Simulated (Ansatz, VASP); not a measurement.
## Two plane-wave programs on Sn

The input POSCAR:

```
Sn
1.0
    0.0000000000      3.2844877107      3.2844877107
    3.2844877107      0.0000000000      3.2844877107
    3.2844877107      3.2844877107      0.0000000000
Sn
2
Direct
    0.0000000000      0.0000000000      0.0000000000
    0.2500000000      0.2500000000      0.2500000000
```

INCAR.step1

```
ALGO     = Normal         # electronic algorithm
EDIFF    = 1E-4           # SCF threshold, eV
ENCUT    = 520            # plane-wave cutoff, eV
GGA      = PE             # functional
ISMEAR   = -1             # smearing method
LASPH    = True           # aspherical terms in the spheres
LCHARG   = False          # write CHGCAR
LREAL    = False          # projectors in reciprocal space
LWAVE    = True           # write WAVECAR
NBANDS   = 21             # bands
NELM     = 80             # most SCF steps
PREC     = Accurate       # precision mode
SIGMA    = 0.02           # smearing width, eV
```

The input INCAR.step2:

```
ALGO     = Normal         # electronic algorithm
EDIFF    = 1E-7           # SCF threshold, eV
ENCUT    = 520            # plane-wave cutoff, eV
ISIF     = 2              # what is computed and relaxed
ISMEAR   = -1             # smearing method
ISTART   = 1            
LASPH    = True           # aspherical terms in the spheres
LCHARG   = False          # write CHGCAR
LMIXTAU  = True         
LREAL    = False          # projectors in reciprocal space
LWAVE    = False          # write WAVECAR
METAGGA  = R2SCAN         # meta-GGA
NBANDS   = 21             # bands
NELM     = 80             # most SCF steps
PREC     = Accurate       # precision mode
SIGMA    = 0.02           # smearing width, eV
```

File KPOINTS:

```
k-points
0
Gamma
  6 6 6
```

Input for Ansatz:

```yaml
crystal:
  lattice:
    - [0.0, 3.2844877107, 3.2844877107]
    - [3.2844877107, 0.0, 3.2844877107]
    - [3.2844877107, 3.2844877107, 0.0]
  atoms:
    - { symbol: Sn, position: [0.0, 0.0, 0.0] }
    - { symbol: Sn, position: [0.25, 0.25, 0.25] }
kpoints:
  mp_grid: { grid: [6, 6, 6] }
  band_path:
    path:
      - [0.0, 0.0, 0.0]
      - [0.5, 0.0, 0.5]
      - [0.625, 0.25, 0.625]
      - [0.375, 0.375, 0.75]
      - [0.5, 0.5, 0.5]
      - [0.5, 0.25, 0.75]
    npoints: 1
hamiltonian:
  xc: r2scan
scf:
  occupations: { method: fermi_dirac, width: 0.02 }
  n_extra_bands: 4
output:
  forces: true
  stress: true
  eigenvalues: true
```

Alike in both runs: task single point; functional r2SCAN; k mesh 6 × 6 × 6; occupations fermi-dirac, width 0.02 eV; no spin polarisation.

|  | VASP | Ansatz |
| --- | --- | --- |
| version | VASP 6.6.1 | Ansatz 0.2.0 |
| potentials or method | VASP PAW PBE potentials, release 64 (Sn_d) | plane waves, PAW |
| plane-wave cutoff (eV) | 520 | 500 |
| valence electrons in the cell | 28 | 28 |

|  | VASP | Ansatz | Ansatz less VASP |
| --- | --- | --- | --- |
| pressure (GPa) | 0.0 | 0.0 | +0.03 |

VASP's potentials were made for PBE, not for r2SCAN. With one functional, cell and mesh, what is left measures potentials, basis and numerics.
